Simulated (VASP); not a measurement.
# Si62C (a cell with a defect) in VASP: single point with PBE

Aim: the single point of Si62C (a cell with a defect) with PBE.

Everything below comes from runs of VASP 6.6.1. Logs are shortened: lines on timing, memory, paths and dates and some standing lists are left out, and cuts for length are marked.

### Step 1. The cell of the first run

The cell holds a defect, 63 atoms: a = 10.860 Å, b = 10.860 Å, c = 10.860 Å, α = 90.00°, β = 90.00°, γ = 90.00°.

### Step 2. Single point, PBE

Contents of INCAR:

```
SYSTEM = Si62C
  PREC = Accurate
  ENCUT = 520
  EDIFF = 1E-7
  ISMEAR = -1
  SIGMA = 0.05
  LREAL = Auto
  LASPH = .True.
  NELM = 100
  ALGO = Normal
  ISIF = 2
  LWAVE = .False.
  LCHARG = .False.
  GGA = PE
  NBANDS = 163
```

Contents of KPOINTS:

```
Automatic mesh
0
Gamma
  1 1 1
  0 0 0
```

Contents of POSCAR:

```
Si62C
1.0
   10.8600000000      0.0000000000      0.0000000000
    0.0000000000     10.8600000000      0.0000000000
    0.0000000000      0.0000000000     10.8600000000
Si C
62 1
Direct
    0.4979749540      0.0013908840      0.0031695212
    0.6286379374      0.1231441068      0.1295417127
    0.7517711786      0.2490950276     -0.0027055249
    0.8744909761      0.3786358195      0.1241458564
    0.7387441989     -0.0034709945      0.2636965930
    0.8732816759      0.1254023941      0.3774546961
   -0.0099111418     -0.0032674954     -0.0068371087
    0.1154476059      0.1224096685      0.1209127072
    0.2539271639      0.2447697974      0.0045868324
    0.3822430018      0.3513205341      0.1480947514
    0.4964872928      0.4914181400      0.0151856354
    0.6170452118      0.6384151934      0.1296020258
    0.7458049724      0.7549418969     -0.0016642726
    0.8688814917      0.8734290976      0.1315722836
    0.2398881215      0.0159625230      0.2623709945
    0.5181709945      0.2238931860      0.2910479742
    0.6365465930      0.3841605893      0.3742231123
    0.7503936464      0.5112831492      0.2433914365
    0.8704996317      0.6302183241      0.3780782689
    0.5989497238      0.1429868324      0.5843845304
    0.7591589319      0.2614796501      0.5012170350
    0.8862630755      0.3753544199      0.6320598527
    0.7263811234      0.0072000921      0.7274215470
    0.8665298343      0.1214571823      0.8602723757
    0.0018620626      0.4988849908     -0.0026787293
    0.1263179558      0.6207322284      0.1264909761
    0.2488146409      0.7510573665      0.0033458564
    0.3666331492      0.8871857274      0.1350551565
   -0.0025726519      0.2498988029      0.2489472376
    0.1380166667      0.3566940147      0.3792453039
    0.2509806630      0.4902452118      0.2502634438
    0.3724024862      0.6223444751      0.3742999079
    0.4926460405      0.7668523020      0.2633812155
    0.5744093923      0.9181998158      0.4095753223
   -0.0026985267     -0.0026662983      0.5011640884
    0.1419121547      0.1175690608      0.6120072744
    0.2932917127      0.1988049724      0.4654047882
    0.3715111418      0.3635842541      0.6115558932
    0.5004065378      0.4982304788      0.4979638122
    0.6248705341      0.6224548803      0.6264732965
    0.7317688766      0.7629778085      0.4961938306
    0.8652634438      0.8759187845      0.6252544199
    0.2620630755     -0.0084055249      0.7405569982
    0.3764056169      0.1229421731      0.8723225599
    0.4980830571      0.2535023941      0.7457959484
    0.6240433702      0.3767406077      0.8780215470
    0.7535976059      0.4994908840      0.7512513812
    0.8739057090      0.6268123389      0.8780906998
    0.0001049724      0.7473778085      0.2503740331
    0.1229523020      0.8747693370      0.3762629834
    0.0052639042      0.4954047882      0.4973962247
    0.1224420810      0.6250652855      0.6250523020
    0.2497977901      0.7479641805      0.4992062615
    0.3907449355      0.8648457643      0.6134006446
    0.0134673112      0.2420217311      0.7457856354
    0.1300002762      0.3707859116      0.8770684162
    0.2485164825      0.4938213628      0.7438181400
    0.3717857274      0.6150279006      0.8823705341
    0.4973813996      0.7404009208      0.7545975138
    0.6197655617      0.8788917127      0.8708855433
   -0.0042206262      0.7512512891      0.7489634438
    0.1260347145      0.8737700737      0.8721861878
    0.4942631676      0.1190137201      0.4377136280
```

Potentials or basis: VASP PAW PBE potentials, release 64 (Si, C).

On the command line:

```
cat potpaw_PBE.64/Si/POTCAR potpaw_PBE.64/C/POTCAR > POTCAR
mpirun -np 1 vasp_gam > vasp.out
```

OUTCAR:

```text
SYSTEM = Si62C
   PREC = Accurate
   ENCUT = 520
   EDIFF = 1E-7
   ISMEAR = -1
   LREAL = Auto
   LASPH = .True.
   NELM = 100
   ISIF = 2
   GGA = PE

 ion  position               nearest neighbor table
   1  0.498  0.001  0.003-  44 2.35  60 2.36  28 2.37   2 2.38
   2  0.629  0.123  0.130-   5 2.33   1 2.38  16 2.39   3 2.39
   3  0.752  0.249  0.997-  46 2.35   4 2.38  24 2.39   2 2.39
   4  0.874  0.379  0.124-  25 2.35  18 2.36  29 2.36   3 2.38
   5  0.739  0.997  0.264-   2 2.33   6 2.37  14 2.42  34 2.53
   6  0.873  0.125  0.377-  21 2.35  35 2.36  29 2.37   5 2.37
   7  0.990  0.997  0.993-   8 2.38  62 2.39  24 2.39  14 2.41
   8  0.115  0.122  0.121-  29 2.34  15 2.35   9 2.37   7 2.38
   9  0.254  0.245  0.005-  44 2.36  56 2.37   8 2.37  10 2.39
  10  0.382  0.351  0.148-  31 2.35   9 2.39  11 2.44  16 2.55
  11  0.496  0.491  0.015-  46 2.39  58 2.39  12 2.41  10 2.44
  12  0.617  0.638  0.130-  18 2.35  13 2.36  11 2.41  33 2.43
  13  0.746  0.755  0.998-  14 2.35  48 2.36  12 2.36  60 2.37
  14  0.869  0.873  0.132-  13 2.35  49 2.36   7 2.41   5 2.42
  15  0.240  0.016  0.262-  50 2.34   8 2.35  28 2.40  37 3.02
  16  0.518  0.224  0.291-  63 1.98  17 2.34   2 2.39  10 2.55  37 3.10
  17  0.637  0.384  0.374-  21 2.33  18 2.34  16 2.34  39 2.35
  18  0.750  0.511  0.243-  17 2.34  19 2.35  12 2.35   4 2.36
  19  0.870  0.630  0.378-  18 2.35  49 2.35  51 2.44  41 2.45
  20  0.599  0.143  0.584-  63 1.97  21 2.34  45 2.39  23 2.55  34 3.10
  21  0.759  0.261  0.501-  17 2.33  22 2.34  20 2.34   6 2.35
  22  0.886  0.375  0.632-  21 2.34  51 2.35  55 2.35  47 2.36
  23  0.726  0.007  0.727-  42 2.35  60 2.39  24 2.44  20 2.55
  24  0.867  0.121  0.860-   3 2.39   7 2.39  55 2.41  23 2.44
  25  0.002  0.499  0.997-   4 2.35  48 2.35  26 2.35  56 2.36
  26  0.126  0.621  0.126-  25 2.35  27 2.36  49 2.36  31 2.38
  27  0.249  0.751  0.003-  26 2.36  62 2.36  58 2.39  28 2.42
  28  0.367  0.887  0.135-  33 2.35   1 2.37  15 2.40  27 2.42
  29  0.997  0.250  0.249-   8 2.34   4 2.36   6 2.37  30 2.38
  30  0.138  0.357  0.379-  31 2.36  29 2.38  51 2.45  37 2.58
  31  0.251  0.490  0.250-  10 2.35  30 2.36  32 2.37  26 2.38
  32  0.372  0.622  0.374-  53 2.34  39 2.36  31 2.37  33 2.37
  33  0.493  0.767  0.263-  28 2.35  32 2.37  12 2.43  34 2.45
  34  0.574  0.918  0.410-  63 2.37  33 2.45   5 2.53  41 2.58  54 3.04  20 3.10
  35  0.997  0.997  0.501-  50 2.34   6 2.36  42 2.37  36 2.37
  36  0.142  0.118  0.612-  43 2.35  35 2.37  55 2.43  37 2.45
  37  0.293  0.199  0.465-  63 2.37  36 2.45  38 2.54  30 2.58  15 3.02  16 3.10
  38  0.372  0.364  0.612-  45 2.33  39 2.37  57 2.42  37 2.54
  39  0.500  0.498  0.498-  17 2.35  32 2.36  40 2.37  38 2.37
  40  0.625  0.622  0.626-  59 2.34  47 2.36  39 2.37  41 2.38
  41  0.732  0.763  0.496-  42 2.36  40 2.38  19 2.45  34 2.58
  42  0.865  0.876  0.625-  23 2.35  41 2.36  35 2.37  61 2.38
  43  0.262  0.992  0.741-  36 2.35  44 2.37  54 2.40  62 2.42
[... 18 lines left out ...]
  62  0.126  0.874  0.872-  61 2.36  27 2.36   7 2.39  43 2.42
  63  0.494  0.119  0.438-  20 1.97  16 1.98  37 2.37  34 2.37

  LATTYP: Found a simple cubic cell.
 ALAT       =    10.8600000000

  Lattice vectors:

 A1 = (  10.8600000000,   0.0000000000,   0.0000000000)
 A2 = (   0.0000000000,  10.8600000000,   0.0000000000)
 A3 = (   0.0000000000,   0.0000000000,  10.8600000000)

Analysis of symmetry for initial positions (statically):
=====================================================================
 Subroutine PRICEL returns:
 Original cell was already a primitive cell.

 Routine SETGRP: Setting up the symmetry group for a
 simple cubic supercell.

 Subroutine GETGRP returns: Found  1 space group operations
 (whereof  1 operations were pure point group operations)
 out of a pool of 48 trial point group operations.

The static configuration has the point symmetry C_1 .

Analysis of symmetry for dynamics (positions and initial velocities):
=====================================================================
 Subroutine PRICEL returns:
 Original cell was already a primitive cell.

 Routine SETGRP: Setting up the symmetry group for a
 simple cubic supercell.

 Subroutine GETGRP returns: Found  1 space group operations
 (whereof  1 operations were pure point group operations)
[... 159 lines left out ...]
 generate k-points for:    1    1    1

 Generating k-lattice:

  Cartesian coordinates                     Fractional coordinates (reciprocal lattice)
     0.092081031  0.000000000  0.000000000     1.000000000  0.000000000  0.000000000
     0.000000000  0.092081031  0.000000000     0.000000000  1.000000000  0.000000000
     0.000000000  0.000000000  0.092081031     0.000000000  0.000000000  1.000000000

  Length of vectors
     0.092081031  0.092081031  0.092081031

  Shift w.r.t. Gamma in fractional coordinates (k-lattice)
     0.000000000  0.000000000  0.000000000

 Subroutine IBZKPT returns following result:
 ===========================================

 Found      1 irreducible k-points:

 Following reciprocal coordinates:
            Coordinates               Weight
  0.000000  0.000000  0.000000      1.000000
   k-points           NKPTS =      1   k-points in BZ     NKDIM =      1   number of bands    NBANDS=    163
   number of dos      NEDOS =    301   number of ions     NIONS =     63
   total plane-waves  NPLWV = 592704
   dimension x,y,z NGX =    84 NGY =   84 NGZ =   84
   dimension x,y,z NGXF=   168 NGYF=  168 NGZF=  168
   ions per type =              62   1
   NGX,Y,Z   is equivalent  to a cutoff of  12.86, 12.86, 12.86 a.u.
   NGXF,Y,Z  is equivalent  to a cutoff of  25.72, 25.72, 25.72 a.u.
 SYSTEM =  Si62C
   PREC   = accura    normal or accurate (medium, high low for compatibility)
   ISTART =      0    job   : 0-new  1-cont  2-samecut
   ICHARG =      2    charge: 1-file 2-atom 10-const
   ISPIN  =      1    spin polarized calculation?
   LNONCOLLINEAR =      F non collinear calculations
   LSORBIT =      F    spin-orbit coupling
   LASPH  =      T    aspherical Exc in radial PAW
   ENCUT  =  520.0 eV  38.22 Ry    6.18 a.u.  20.19 20.19 20.19*2*pi/ulx,y,z
   NELM   =    100;   NELMIN=  2; NELMDL= -5     # of ELM steps
   EDIFF  = 0.1E-06   stopping-criterion for ELM
   LREAL  =      T    real-space projection
   EDIFFG = 0.1E-05   stopping-criterion for IOM
   NSW    =      0    number of steps for IOM
   IBRION =     -1    ionic relax: 0-MD 1-quasi-New 2-CG
   NFREE  =      0    steps in history (QN), initial steepest desc. (CG)
   ISIF   =      2    stress and relaxation
   ISYM   =      2    0-nonsym 1-usesym 2-fastsym
   POTIM  = 0.5000    time-step for ionic-motion
   TEBEG  =    0.0;   TEEND  =   0.0 temperature during run
   PSTRESS=    0.0 pullay stress
   NELECT =     252.0000    total number of electrons
   NUPDOWN=      -1.0000    fix difference up-down
   EMIN   =  10.00;   EMAX   =-10.00  energy-range for DOS
   EFERMI =   0.00;   METHOD = LEGACY
   ISMEAR =    -1;   SIGMA  =   0.05  broadening in eV -4-tet -1-fermi 0-gaus
   EFERMI_NEDOS =   21; number of points for ismear=-14 and -15
   IALGO  =     38    algorithm
   IMIX   =      4    mixing-type and parameters
     AMIX     =   0.40;   BMIX     =  1.00
     AMIX_MAG =   1.60;   BMIX_MAG =  1.00
  volume/ion in A,a.u.               =      20.33       137.20
  Fermi-wavevector in a.u.,A,eV,Ry     =   0.952164  1.799329 12.335269  0.906617
  Thomas-Fermi vector in A             =   2.080702
   LORBIT       =      0    0 simple, 1 ext, 2 COOP (PROOUT), +10 PAW based schemes
   GGA     = PE    functional components
   LHFCALC =     F    Hartree Fock is set to
   AEXX    =    0.0000 exact exchange contribution
   IVDW    =     0    specifies the selected vdW correction
   LEPSILON=     F    determine dielectric tensor
   LRPA    =     F    only Hartree local field effects (RPA)
 non-spin polarized calculation
  energy-cutoff  :      520.00
  volume of cell :     1280.82
 maximum number of plane-waves:     17229
 NGX is ok and might be reduce to    84
   NGX = 41   NGY = 41   NGZ = 41

 number of electron     251.9999999 magnetization

 Free energy of the ion-electron system (eV)
  ---------------------------------------------------
  ext. energy  EPLUGINS =         0.00000000
  ---------------------------------------------------
  free energy    TOTEN  =      -332.34069735 eV

  energy without entropy =     -332.26994476  energy(sigma->0) =     -332.30532105

 E-fermi :   5.7374     XC(G=0):  -9.3400

 val. band max:        5.6331146222   @ k =   0.0000   0.0000   0.0000
 cond. band min:       5.8416046447   @ k =   0.0000   0.0000   0.0000
 fundamental gap:      0.2084900225
 Fermi energy:         5.7374137064

 k-point     1 :       0.0000    0.0000    0.0000
  band No.  band energies     occupation
      1      -6.4591      2.00000
      2      -5.9264      2.00000
      3      -5.1401      2.00000
      4      -5.1249      2.00000
      5      -5.1132      2.00000
      6      -5.1043      2.00000
[... 130 lines left out ...]
    137       6.8244      0.00000
    138       6.8900      0.00000
 [bands above 138 left out]

------------------------ aborting loop because EDIFF is reached ----------------------------------------

  FORCE on cell =-STRESS in cart. coord.  units (eV):
  Direction    XX          YY          ZZ          XY          YZ          ZX
  --------------------------------------------------------------------------------------
  -------------------------------------------------------------------------------------
  Total       -5.1746858     -5.1539615     -9.7197179      7.4760402     -3.3331586      3.2193969
  in kB       -6.4729923     -6.4470684    -12.1583535      9.3517467     -4.1694338      4.0271298
  external PRESSURE =      -8.3594714 kB  Pullay stress =       0.0000000 kB

 VOLUME and BASIS-vectors are now :
 -----------------------------------------------------------------------------
  energy-cutoff  :      520.00
  volume of cell :     1280.82
      direct lattice vectors                 reciprocal lattice vectors
    10.860000000  0.000000000  0.000000000     0.092081031  0.000000000  0.000000000
     0.000000000 10.860000000  0.000000000     0.000000000  0.092081031  0.000000000
     0.000000000  0.000000000 10.860000000     0.000000000  0.000000000  0.092081031

 POSITION                                       TOTAL-FORCE (eV/Angst)
 -----------------------------------------------------------------------------------
      5.40801      0.01511      0.03442        -0.001863      0.002439      0.002233
      6.82701      1.33734      1.40682        -0.001125     -0.000787     -0.000598
      8.16423      2.70517     10.83062         0.000851     -0.000833     -0.001478
      9.49697      4.11198      1.34822        -0.000054      0.000363     -0.001827
      8.02276     10.82230      2.86374         0.003697      0.001534     -0.000871
      9.48384      1.36187      4.09916         0.000101      0.000828      0.000094
[... 55 lines left out ...]
      1.36874      9.48914      9.47194         0.000418     -0.001276     -0.000176
      5.36770      1.29249      4.75357        -0.005599     -0.006687     -0.007934
 -----------------------------------------------------------------------------------
    total drift:                               -0.007577      0.001424      0.017643

  FREE ENERGIE OF THE ION-ELECTRON SYSTEM (eV)
  ---------------------------------------------------
  free  energy   TOTEN  =      -332.3406973464 eV

  energy  without entropy=     -332.2699447602  energy(sigma->0) =     -332.30532105
```

It took 11 min on 1 thread of Intel Xeon 8259CL, shared host; peak memory 1 GiB.

What came out:

```yaml
Free_energy: -332.3407 eV
Pressure: -0.8 GPa
Largest_force: 0.021 eV/Å
```

Forces on the atoms (eV/Å):
```
Si  -0.002  0.002  0.002
Si  -0.001 -0.001 -0.001
Si   0.001 -0.001 -0.001
Si   0.000  0.000 -0.002
Si   0.004  0.002 -0.001
Si   0.000  0.001  0.000
Si   0.003  0.002  0.003
Si  -0.001  0.004  0.001
Si  -0.002 -0.003 -0.002
Si  -0.001  0.002 -0.002
Si  -0.001  0.001  0.001
Si   0.003 -0.003  0.000
Si  -0.001  0.001 -0.001
Si   0.000  0.002  0.000
Si  -0.002 -0.002 -0.006
Si   0.006  0.006 -0.010
Si  -0.001  0.000  0.000
Si   0.000 -0.003  0.002
Si   0.002 -0.001 -0.007
Si   0.012  0.009  0.015
Si  -0.002 -0.002  0.000
Si  -0.002 -0.001 -0.001
Si   0.002 -0.007  0.004
Si  -0.001  0.002  0.002
Si   0.001 -0.001 -0.002
Si  -0.001  0.000 -0.001
Si  -0.003  0.001  0.003
Si   0.002  0.000 -0.002
Si   0.000 -0.002 -0.002
Si  -0.006  0.004 -0.008
Si   0.001  0.001  0.002
Si   0.002  0.001  0.002
Si  -0.004 -0.002  0.000
Si   0.001 -0.003 -0.001
Si  -0.002 -0.002  0.001
Si  -0.003 -0.005  0.003
Si  -0.004  0.003  0.002
Si   0.005  0.004  0.002
Si   0.001  0.000 -0.002
Si  -0.002 -0.001  0.001
Si   0.004 -0.006  0.006
Si   0.002  0.002 -0.002
Si  -0.001  0.006  0.003
Si   0.001 -0.001  0.001
Si  -0.003  0.000  0.001
Si   0.001 -0.001 -0.002
Si   0.004  0.000  0.002
Si   0.001 -0.001 -0.002
Si   0.002  0.001  0.001
Si   0.000 -0.002  0.003
Si  -0.002  0.001  0.004
Si   0.000  0.001 -0.001
Si  -0.001  0.001 -0.002
Si  -0.004 -0.005  0.004
Si  -0.001  0.003  0.000
Si   0.000  0.002 -0.003
Si  -0.001  0.000  0.000
Si   0.002  0.001 -0.001
Si   0.003  0.001  0.001
Si  -0.001 -0.002  0.001
Si  -0.003  0.001 -0.001
Si   0.000 -0.001  0.000
C   -0.006 -0.007 -0.008
```

Levels at points of the mesh, in eV from the Fermi level:
| k point | band 124 | band 125 | band 126 | band 127 | band 128 | band 129 |
| --- | --- | --- | --- | --- | --- | --- |
| (0.00, 0.00, 0.00) | -0.58 | -0.36 | -0.10 | 0.10 | 0.37 | 0.51 |

Caveat: the k points lie up to 0.58 Å⁻¹ apart.
